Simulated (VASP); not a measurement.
**NaCl: electric field gradients with PBEsol**

NaCl:

```xyz
2
Lattice="2.8600 0.0000 0.0000 0.0000 2.8600 0.0000 0.0000 0.0000 2.8600" Properties=species:S:1:pos:R:3 pbc="T T T"
Na    0.0000    0.0000    0.0000
Cl    1.4300    1.4300    1.4300
```

```
Program                : VASP 6.6.1
Task                   : electric field gradients
Functional             : PBEsol
Potentials or basis    : VASP PAW PBE potentials, release 64 (Na_pv, Cl)
Cutoff                 : 520 eV
k mesh                 : 9 × 9 × 9
Occupations            : fermi-dirac, width 0.03 eV
Spin                   : no spin polarisation
Dipole correction      : no
Further INCAR settings : ALGO = Normal; EDIFF = 1e-08; NBANDS = 14
```

```
Pressure               : 60.1 GPa
Band gap on the k mesh : 4.56 eV, direct
```

Levels at points of the mesh, in eV from the valence-band top:
```
           k point  band 4  band 5  band 6  band 7  band 8  band 9  band 10  band 11
(0.00, 0.00, 0.00)  -16.95   -1.22   -1.22   -1.22    6.55    6.55     7.25    17.89
```

Run time: 5.4 s on 1 thread of Intel(R) Xeon(R) 6975P-C (Granite Rapids) (shared host), peak memory 0.13 GiB.

Caveat: without QUAD_EFG the Cq values of the log hold for a quadrupole moment of 1 mb, not for the nuclei; the PAW data sets were made with another functional, which shifts forces and pressure a little. A hybrid or GW would open this gap; PBEsol tends to underestimate it.
